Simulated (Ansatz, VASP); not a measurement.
AlN: VASP beside Ansatz

The input INCAR:

```
  ALGO = Normal
  EDIFF = 1E-6
  ENCUT = 520
  GGA = PS
  ISIF = 2
  ISMEAR = 0
  LASPH = True
  LCHARG = False
  LREAL = False
  LWAVE = False
  NBANDS = 11
  NELM = 100
  PREC = Accurate
  SIGMA = 0.05
```

Contents of KPOINTS:

```
k-points
0
Gamma
  10 10 10
```

File POSCAR:

```
AlN
1.0
    0.0000000000      2.1886566781      2.1886566781
    2.1886566781      0.0000000000      2.1886566781
    2.1886566781      2.1886566781      0.0000000000
Al N
1 1
Direct
    0.0000000000      0.0225332784      0.0000000000
    0.7500000000      0.7065943800      0.7500000000
```

Input for Ansatz:

```yaml
crystal:
  lattice:
    - [0.0, 2.1886566781, 2.1886566781]
    - [2.1886566781, 0.0, 2.1886566781]
    - [2.1886566781, 2.1886566781, 0.0]
  atoms:
    - { symbol: Al, position: [0.0, 0.0225332784, 0.0] }
    - { symbol: "N", position: [0.75, 0.70659438, 0.75] }
basis:
  ecutwfc: 520.0
kpoints:
  mp_grid: { grid: [10, 10, 10] }
hamiltonian:
  xc: pbesol
  pseudopotentials: { kind: paw, azcp: { folder: soft_1 } }
scf:
  occupations: { method: gaussian, width: 0.05 }
output:
  forces: true
  stress: true
  eigenvalues: true
```

Change from the starting cell: mode 4 frozen in at -0.095 Å and mode 5 at -0.095 Å (largest displacements).

Alike in both runs: task single point; functional PBEsol; k mesh 10 × 10 × 10; occupations gaussian, width 0.05 eV; no spin polarisation.

|  | VASP | Ansatz |
| --- | --- | --- |
| version | VASP 6.6.1 | Ansatz 0.2.0 |
| potentials or method | VASP PAW PBE potentials, release 64 (Al, N), cutoff 520 eV | scalar-relativistic, plane waves, PAW |
| valence electrons in the cell | 8 | 8 |

Ansatz gave:

- gap on the k mesh at the Fermi level (eV): 2.67
- least direct gap on the mesh (eV): 3.49
- pressure (GPa): 5.2
- traceless stress, the component that is largest in VASP (GPa): -11.08
- rms of the force components (eV/Å): 1.955

Task: What did VASP give for the same quantities?

Result: gap on the k mesh at the Fermi level (eV): 2.66; least direct gap on the mesh (eV): 3.50; pressure (GPa): 5.3; traceless stress, the component that is largest in VASP (GPa): -11.26; rms of the force components (eV/Å): 1.972.

VASP's potentials were made for PBE, not for PBEsol, and Ansatz warns of the same on its side. Atom by atom the forces differ by 0.017 eV/Å (rms over components). With one functional, cell and mesh, what is left measures potentials, basis and numerics.
